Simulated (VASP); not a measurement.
# ZnSe (F-43m) in VASP: further runs

The runs below take ZnSe through single point, relaxation of cell and atoms, with PBE.

All numbers are computed with VASP 6.6.1; they aren't measurements. Logs are shortened: lines on timing, memory, paths and dates and some standing lists are left out, and cuts for length are marked.

## (1) The cell of the first run

Symmetry: F-43m, No. 216, cubic system. The conventional cell has a = 5.732 Å, b = 5.732 Å, c = 5.732 Å, α = 90.00°, β = 90.00°, γ = 90.00°. Zn (site symmetry -43m) has 4 Se at 2.48 Å within 3.3 Å. Se (site symmetry -43m) has 4 Zn at 2.48 Å within 3.3 Å.

## (2) Single point, PBE

Input file INCAR:

```
PREC = Accurate
ENCUT = 520
EDIFF = 1E-6
ISMEAR = 0
SIGMA = 0.02
LREAL = F
LASPH = T
NELM = 60
ALGO = Normal
ISIF = 2
LWAVE = F
LCHARG = F
GGA = PE
NBANDS = 16
```

Input file KPOINTS:

```
regular mesh
0
Gamma
  8 8 8
```

Input file POSCAR:

```
ZnSe
1.0
    0.0000000000      2.8658805880      2.8658805880
    2.8658805880      0.0000000000      2.8658805880
    2.8658805880      2.8658805880      0.0000000000
Zn Se
1 1
Direct
    0.0000000000      0.0000000000      0.0000000000
    0.7500000000      0.7500000000      0.7500000000
```

Potentials or basis: VASP PAW PBE potentials, release 64 (Zn, Se).

Command:

```
$ cat potpaw_PBE.64/Zn/POTCAR potpaw_PBE.64/Se/POTCAR > POTCAR
$ mpirun -np 1 vasp_std > vasp.out
```

OUTCAR:

```text
PREC = Accurate
   ENCUT = 520
   EDIFF = 1E-6
   ISMEAR = 0
   LREAL = F
   LASPH = T
   NELM = 60
   ISIF = 2
   GGA = PE

 ion  position               nearest neighbor table
   1  0.000  0.000  0.000-   2 2.48   2 2.48   2 2.48   2 2.48
   2  0.750  0.750  0.750-   1 2.48   1 2.48   1 2.48   1 2.48

  LATTYP: Found a face centered cubic cell.
 ALAT       =     5.7317611760

  Lattice vectors:

 A1 = (   0.0000000000,   2.8658805880,   2.8658805880)
 A2 = (   2.8658805880,   0.0000000000,   2.8658805880)
 A3 = (   2.8658805880,   2.8658805880,   0.0000000000)

Analysis of symmetry for initial positions (statically):
=====================================================================
 Subroutine PRICEL returns:
 Original cell was already a primitive cell.

 Routine SETGRP: Setting up the symmetry group for a
 face centered cubic supercell.

 Subroutine GETGRP returns: Found 24 space group operations
 (whereof 24 operations were pure point group operations)
 out of a pool of 48 trial point group operations.

The static configuration has the point symmetry T_d .

Analysis of symmetry for dynamics (positions and initial velocities):
=====================================================================
 Subroutine PRICEL returns:
 Original cell was already a primitive cell.

 Routine SETGRP: Setting up the symmetry group for a
 face centered cubic supercell.

 Subroutine GETGRP returns: Found 24 space group operations
 (whereof 24 operations were pure point group operations)
 out of a pool of 48 trial point group operations.

The dynamic configuration has the point symmetry T_d .

 Subroutine INISYM returns: Found 24 space group operations
 (whereof 24 operations are pure point group operations),
 and found     1 'primitive' translations

----------------------------------------------------------------------------------------

                                     Primitive cell

  volume of cell :      47.0765

  direct lattice vectors                    reciprocal lattice vectors
     0.000000000  2.865880588  2.865880588    -0.174466446  0.174466446  0.174466446
     2.865880588  0.000000000  2.865880588     0.174466446 -0.174466446  0.174466446
     2.865880588  2.865880588  0.000000000     0.174466446  0.174466446 -0.174466446

  length of vectors
     4.052967196  4.052967196  4.052967196     0.302184748  0.302184748  0.302184748

  position of ions in fractional coordinates (direct lattice)
     0.000000000  0.000000000  0.000000000
     0.750000000  0.750000000  0.750000000

  ion indices of the primitive-cell ions
   primitive index   ion index
                 1           1
                 2           2

----------------------------------------------------------------------------------------

 KPOINTS: regular mesh

Automatic generation of k-mesh.
 Grid dimensions read from file:
 generate k-points for:    8    8    8

 Generating k-lattice:

  Cartesian coordinates                     Fractional coordinates (reciprocal lattice)
    -0.021808306  0.021808306  0.021808306     0.125000000  0.000000000  0.000000000
     0.021808306 -0.021808306  0.021808306     0.000000000  0.125000000  0.000000000
     0.021808306  0.021808306 -0.021808306     0.000000000  0.000000000  0.125000000

  Length of vectors
     0.037773094  0.037773094  0.037773094

  Shift w.r.t. Gamma in fractional coordinates (k-lattice)
     0.000000000  0.000000000  0.000000000

 Subroutine IBZKPT returns following result:
 ===========================================

 Found     29 irreducible k-points:

 Following reciprocal coordinates:
            Coordinates               Weight
  0.000000  0.000000  0.000000      1.000000
  0.125000  0.000000  0.000000      8.000000
  0.250000  0.000000  0.000000      8.000000
  0.375000  0.000000  0.000000      8.000000
  0.500000  0.000000  0.000000      4.000000
  0.125000  0.125000  0.000000      6.000000
[... 16 lines left out ...]
  0.500000  0.250000  0.125000     48.000000
 -0.375000  0.250000  0.125000     24.000000
 [... further k-points ...]
   k-points           NKPTS =     29   k-points in BZ     NKDIM =     29   number of bands    NBANDS=     16
   number of dos      NEDOS =    301   number of ions     NIONS =      2
   total plane-waves  NPLWV =  27000
   dimension x,y,z NGX =    30 NGY =   30 NGZ =   30
   dimension x,y,z NGXF=    60 NGYF=   60 NGZF=   60
   ions per type =               1   1
   NGX,Y,Z   is equivalent  to a cutoff of  12.31, 12.31, 12.31 a.u.
   NGXF,Y,Z  is equivalent  to a cutoff of  24.61, 24.61, 24.61 a.u.
 SYSTEM =  unknown system
   PREC   = accura    normal or accurate (medium, high low for compatibility)
   ISTART =      0    job   : 0-new  1-cont  2-samecut
   ICHARG =      2    charge: 1-file 2-atom 10-const
   ISPIN  =      1    spin polarized calculation?
   LNONCOLLINEAR =      F non collinear calculations
   LSORBIT =      F    spin-orbit coupling
   LASPH  =      T    aspherical Exc in radial PAW
   ENCUT  =  520.0 eV  38.22 Ry    6.18 a.u.   7.54  7.54  7.54*2*pi/ulx,y,z
   NELM   =     60;   NELMIN=  2; NELMDL= -5     # of ELM steps
   EDIFF  = 0.1E-05   stopping-criterion for ELM
   LREAL  =      F    real-space projection
   EDIFFG = 0.1E-04   stopping-criterion for IOM
   NSW    =      0    number of steps for IOM
   IBRION =     -1    ionic relax: 0-MD 1-quasi-New 2-CG
   NFREE  =      0    steps in history (QN), initial steepest desc. (CG)
   ISIF   =      2    stress and relaxation
   ISYM   =      2    0-nonsym 1-usesym 2-fastsym
   POTIM  = 0.5000    time-step for ionic-motion
   TEBEG  =    0.0;   TEEND  =   0.0 temperature during run
   PSTRESS=    0.0 pullay stress
   NELECT =      18.0000    total number of electrons
   NUPDOWN=      -1.0000    fix difference up-down
   EMIN   =  10.00;   EMAX   =-10.00  energy-range for DOS
   EFERMI =   0.00;   METHOD = LEGACY
   ISMEAR =     0;   SIGMA  =   0.02  broadening in eV -4-tet -1-fermi 0-gaus
   EFERMI_NEDOS =   21; number of points for ismear=-14 and -15
   IALGO  =     38    algorithm
   IMIX   =      4    mixing-type and parameters
     AMIX     =   0.40;   BMIX     =  1.00
     AMIX_MAG =   1.60;   BMIX_MAG =  1.00
  volume/ion in A,a.u.               =      23.54       158.84
  Fermi-wavevector in a.u.,A,eV,Ry     =   1.188222  2.245414 19.209677  1.411871
  Thomas-Fermi vector in A             =   2.324356
   LORBIT       =      0    0 simple, 1 ext, 2 COOP (PROOUT), +10 PAW based schemes
   GGA     = PE    functional components
   LHFCALC =     F    Hartree Fock is set to
   AEXX    =    0.0000 exact exchange contribution
   IVDW    =     0    specifies the selected vdW correction
   LEPSILON=     F    determine dielectric tensor
   LRPA    =     F    only Hartree local field effects (RPA)
 non-spin polarized calculation
 Gauss-broadening in eV      SIGMA  =   0.02
  energy-cutoff  :      520.00
  volume of cell :       47.08
 maximum number of plane-waves:      1287
   NGX = 15   NGY = 15   NGZ = 15

 number of electron      18.0000017 magnetization

 Free energy of the ion-electron system (eV)
  ---------------------------------------------------
  ext. energy  EPLUGINS =         0.00000000
  ---------------------------------------------------
  free energy    TOTEN  =        -6.03241764 eV

  energy without entropy =       -6.03241764  energy(sigma->0) =       -6.03241764

 E-fermi :   1.4157     XC(G=0):  -9.1683

 val. band max:        1.3294326570   @ k =   0.0000   0.0000   0.0000
 cond. band min:       2.4851383137   @ k =   0.0000   0.0000   0.0000
 fundamental gap:      1.1557056567
 Fermi energy:         1.4156592091

 k-point     1 :       0.0000    0.0000    0.0000
  band No.  band energies     occupation
      1     -11.7188      2.00000
      2      -5.0995      2.00000
      3      -5.0995      2.00000
      4      -5.0995      2.00000
      5      -4.7597      2.00000
      6      -4.7597      2.00000
[... 8 lines left out ...]
     15      12.7189      0.00000
     16      12.7189      0.00000

 k-point     2 :       0.1250    0.0000    0.0000
  band No.  band energies     occupation
      1     -11.6246      2.00000
      2      -5.0907      2.00000
      3      -5.0848      2.00000
      4      -5.0848      2.00000
      5      -4.7609      2.00000
      6      -4.7609      2.00000
[... 8 lines left out ...]
     15      11.9646      0.00000
     16      11.9864      0.00000

 k-point     3 :       0.2500    0.0000    0.0000
  band No.  band energies     occupation
      1     -11.3809      2.00000
      2      -5.0526      2.00000
      3      -5.0526      2.00000
      4      -5.0325      2.00000
      5      -4.7594      2.00000
      6      -4.7594      2.00000
[... 8 lines left out ...]
     15      11.7287      0.00000
     16      11.9871      0.00000

 k-point     4 :       0.3750    0.0000    0.0000
  band No.  band energies     occupation
      1     -11.1091      2.00000
      2      -5.0267      2.00000
      3      -5.0267      2.00000
      4      -4.8457      2.00000
      5      -4.7498      2.00000
      6      -4.7498      2.00000
[... 8 lines left out ...]
     15      12.7972      0.00000
     16      12.7972      0.00000
[... 324 lines left out ...]
 k-point    22 :       0.3750    0.2500    0.1250
  band No.  band energies     occupation
      1     -11.1909      2.00000
      2      -5.0520      2.00000
      3      -5.0043      2.00000
      4      -4.9750      2.00000
      5      -4.7718      2.00000
      6      -4.7369      2.00000
[... 8 lines left out ...]
     15      13.4764      0.00000
     16      14.5917      0.00000

 k-point    23 :       0.5000    0.2500    0.1250
  band No.  band energies     occupation
      1     -10.9644      2.00000
      2      -5.0081      2.00000
      3      -4.9816      2.00000
      4      -4.8529      2.00000
      5      -4.7477      2.00000
      6      -4.6960      2.00000
[... 8 lines left out ...]
     15      13.7689      0.00000
     16      14.8888      0.00000

 k-point    24 :      -0.3750    0.2500    0.1250
  band No.  band energies     occupation
      1     -10.8642      2.00000
      2      -5.0011      2.00000
      3      -4.9690      2.00000
      4      -4.7867      2.00000
      5      -4.7527      2.00000
      6      -4.5659      2.00000
[... 8 lines left out ...]
     15      13.9528      0.00000
     16      14.7439      0.00000

 [... further k-points ...]

------------------------ aborting loop because EDIFF is reached ----------------------------------------

  FORCE on cell =-STRESS in cart. coord.  units (eV):
  Direction    XX          YY          ZZ          XY          YZ          ZX
  --------------------------------------------------------------------------------------
  -------------------------------------------------------------------------------------
  Total        0.0714140      0.0714140      0.0714140      0.0000000      0.0000000      0.0000000
  in kB        2.4304665      2.4304665      2.4304665      0.0000000      0.0000000      0.0000000
  external PRESSURE =       2.4304665 kB  Pullay stress =       0.0000000 kB

 VOLUME and BASIS-vectors are now :
 -----------------------------------------------------------------------------
  energy-cutoff  :      520.00
  volume of cell :       47.08
      direct lattice vectors                 reciprocal lattice vectors
     0.000000000  2.865880588  2.865880588    -0.174466446  0.174466446  0.174466446
     2.865880588  0.000000000  2.865880588     0.174466446 -0.174466446  0.174466446
     2.865880588  2.865880588  0.000000000     0.174466446  0.174466446 -0.174466446

 POSITION                                       TOTAL-FORCE (eV/Angst)
 -----------------------------------------------------------------------------------
      0.00000      0.00000      0.00000        -0.000000     -0.000000     -0.000000
      4.29882      4.29882      4.29882         0.000000      0.000000      0.000000
 -----------------------------------------------------------------------------------
    total drift:                                0.000001      0.000001      0.000001

  FREE ENERGIE OF THE ION-ELECTRON SYSTEM (eV)
  ---------------------------------------------------
  free  energy   TOTEN  =        -6.0324176377 eV

  energy  without entropy=       -6.0324176377  energy(sigma->0) =       -6.03241764
```

Run time: 31 s. Hardware: 1 thread of AMD EPYC 7R43 (Zen 3), shared host; peak memory 0.14 GiB.

Results:

```
Free energy            : -6.0324 eV
Pressure               : 0.2 GPa
Band gap on the k mesh : 1.16 eV, direct
```

## (3) Single point, PBE

Input file INCAR:

```
SYSTEM = ZnSe
PREC     = Accurate       ! precision mode
ENCUT    = 520            ! plane-wave cutoff, eV
EDIFF    = 1E-6           ! SCF threshold, eV
ISMEAR   = 0              ! smearing method
SIGMA    = 0.01           ! smearing width, eV
LREAL    = .False.        ! projectors in reciprocal space
LASPH    = .True.         ! aspherical terms in the spheres
NELM     = 100            ! most SCF steps
ALGO     = Normal         ! electronic algorithm
ISIF     = 2              ! what is computed and relaxed
LWAVE    = .False.        ! write WAVECAR
LCHARG   = .False.        ! write CHGCAR
GGA      = PE             ! functional
NBANDS   = 16             ! bands
```

Input file KPOINTS:

```
Automatic mesh
0
Gamma
  8 8 8
  0 0 0
```

POSCAR is that of step 2.

Potentials or basis: VASP PAW PBE potentials, release 64 (Zn, Se).

Command:

```
$ cat potpaw_PBE.64/Zn/POTCAR potpaw_PBE.64/Se/POTCAR > POTCAR
$ mpirun -np 1 vasp_std > vasp.out
```

OUTCAR:

```text
SYSTEM = ZnSe
   PREC = Accurate
   ENCUT = 520
   EDIFF = 1E-6
   ISMEAR = 0
   LREAL = .False.
   LASPH = .True.
   NELM = 100
   ISIF = 2
   GGA = PE

 ion  position               nearest neighbor table
   1  0.000  0.000  0.000-   2 2.48   2 2.48   2 2.48   2 2.48
   2  0.750  0.750  0.750-   1 2.48   1 2.48   1 2.48   1 2.48

  LATTYP: Found a face centered cubic cell.
 ALAT       =     5.7317611760

  Lattice vectors:

 A1 = (   0.0000000000,   2.8658805880,   2.8658805880)
[... 641 lines left out ...]

------------------------ aborting loop because EDIFF is reached ----------------------------------------

  FORCE on cell =-STRESS in cart. coord.  units (eV):
  Direction    XX          YY          ZZ          XY          YZ          ZX
  --------------------------------------------------------------------------------------
  -------------------------------------------------------------------------------------
  Total        0.0714140      0.0714140      0.0714140      0.0000000      0.0000000     -0.0000000
  in kB        2.4304668      2.4304668      2.4304668      0.0000000      0.0000000     -0.0000000
  external PRESSURE =       2.4304668 kB  Pullay stress =       0.0000000 kB

 VOLUME and BASIS-vectors are now :
 -----------------------------------------------------------------------------
  energy-cutoff  :      520.00
  volume of cell :       47.08
      direct lattice vectors                 reciprocal lattice vectors
     0.000000000  2.865880588  2.865880588    -0.174466446  0.174466446  0.174466446
     2.865880588  0.000000000  2.865880588     0.174466446 -0.174466446  0.174466446
     2.865880588  2.865880588  0.000000000     0.174466446  0.174466446 -0.174466446

 POSITION                                       TOTAL-FORCE (eV/Angst)
 -----------------------------------------------------------------------------------
      0.00000      0.00000      0.00000         0.000000      0.000000      0.000000
      4.29882      4.29882      4.29882        -0.000000     -0.000000     -0.000000
 -----------------------------------------------------------------------------------
    total drift:                                0.000001      0.000001      0.000001

  FREE ENERGIE OF THE ION-ELECTRON SYSTEM (eV)
  ---------------------------------------------------
  free  energy   TOTEN  =        -6.0324176377 eV

  energy  without entropy=       -6.0324176377  energy(sigma->0) =       -6.03241764
```

stdout:

```text
POSCAR found type information on POSCAR ZnSe
 POSCAR found :  2 types and       2 ions
 scaLAPACK will be used
 LDA part: xc-table for (Slater+PW92), standard interpolation
 POSCAR, INCAR and KPOINTS ok, starting setup
 FFT: planning ... GRIDC
 FFT: planning ... GRID_SOFT
 FFT: planning ... GRID
 WAVECAR not read
 entering main loop
```

Run time: 26 s. Hardware: 1 thread of AMD EPYC 7R43 (Zen 3), shared host; peak memory 0.14 GiB.

Results:

```yaml
Free_energy: -6.0324 eV
Pressure: 0.2 GPa
Band_gap_on_the_k_mesh: 1.16 eV, direct
```

Levels at points of the mesh, in eV from the valence-band top:
```
           k point  band 7  band 8  band 9  band 10  band 11  band 12
(0.00, 0.00, 0.00)    0.00    0.00    0.00     1.16     5.81     5.81
(0.50, 0.00, 0.00)   -5.02   -0.82   -0.82     2.48     6.38     6.38
(0.50, 0.50, 0.00)   -4.61   -2.07   -2.07     3.06     3.46    10.50
```

## (4) Relaxation of cell and atoms, PBE

This run uses another cell than the first one, of 22.72 Å³/atom, 0.965 times its volume.

Input file INCAR:

```
  PREC = Accurate
  ENCUT = 600
  EDIFF = 1E-6
  ISMEAR = 0
  SIGMA = 0.02
  LREAL = F
  LASPH = T
  NELM = 60
  ALGO = Normal
  ISIF = 3
  LWAVE = F
  LCHARG = F
  GGA = PE
  IBRION = 2
  NSW = 100
  EDIFFG = -0.005
```

Input file KPOINTS:

```
regular mesh
0
Gamma
  8 8 8
```

Input file POSCAR:

```
ZnSe
1.0
    0.0000000000      2.8324425407      2.8324425407
    2.8324425407      0.0000000000      2.8324425407
    2.8324425407      2.8324425407      0.0000000000
Zn Se
1 1
Direct
    0.0000000000      0.0000000000      0.0000000000
    0.7500000000      0.7500000000      0.7500000000
```

Command:

```
$ cat potpaw_PBE.64/Zn/POTCAR potpaw_PBE.64/Se/POTCAR > POTCAR
$ mpirun -np 1 vasp_std > vasp.out
```

Wall time 74 s (1 thread of AMD EPYC 7R43 (Zen 3), shared host); peak memory 0.16 GiB.

It converged, with:

| Item | Value |
| --- | --- |
| Free energy | -6.0321 eV |
| Relaxed volume | 23.65 Å³/atom |
| Relaxed cell | a = 4.059 Å, b = 4.059 Å, c = 4.059 Å, α = 60.00°, β = 60.00°, γ = 60.00° |
| Space group after relaxing (to 0.05 Å) | F-43m (No. 216) |
| Energy gained by relaxing | 6.6 meV/atom |
| Ionic steps | 5 |
| Pressure after relaxing | 0.0 GPa |
| Band gap on the k mesh | 1.14 eV, direct |

The path:
```tsv
step	energy change (eV)	largest force (eV/Å)	pressure (GPa)	volume (Å³)
1	0.0000	0.0000	2.43	45.45
2	-0.0123	0.0000	-0.57	47.75
3	-0.0132	0.0000	0.11	47.25
4	-0.0131	0.0000	-0.06	47.33
5	-0.0132	0.0000	-0.02	47.29
```

Final structure:
```
Zn Se
1.0
     0.00000    2.87028    2.87028
     2.87028    0.00000    2.87028
     2.87028    2.87028    0.00000
Zn Se
1 1
Direct
  0.00000 0.00000 0.00000
  0.75000 0.75000 0.75000
```

Levels at points of the mesh, in eV from the valence-band top:
| k point | band 5 | band 6 | band 7 | band 8 | band 9 | band 10 | band 11 | band 12 | band 13 |
| --- | --- | --- | --- | --- | --- | --- | --- | --- | --- |
| (0.00, 0.00, 0.00) | -6.08 | -6.08 | 0.00 | 0.00 | 0.00 | 1.14 | 5.81 | 5.81 | 5.81 |
| (0.50, 0.00, 0.00) | -6.06 | -5.93 | -4.99 | -0.81 | -0.81 | 2.48 | 6.39 | 6.39 | 8.47 |
| (0.50, 0.50, 0.00) | -6.03 | -5.91 | -4.59 | -2.05 | -2.05 | 3.07 | 3.46 | 10.47 | 10.98 |

A hybrid or GW would open this gap; PBE tends to underestimate it.

[end of part 1 of 2]
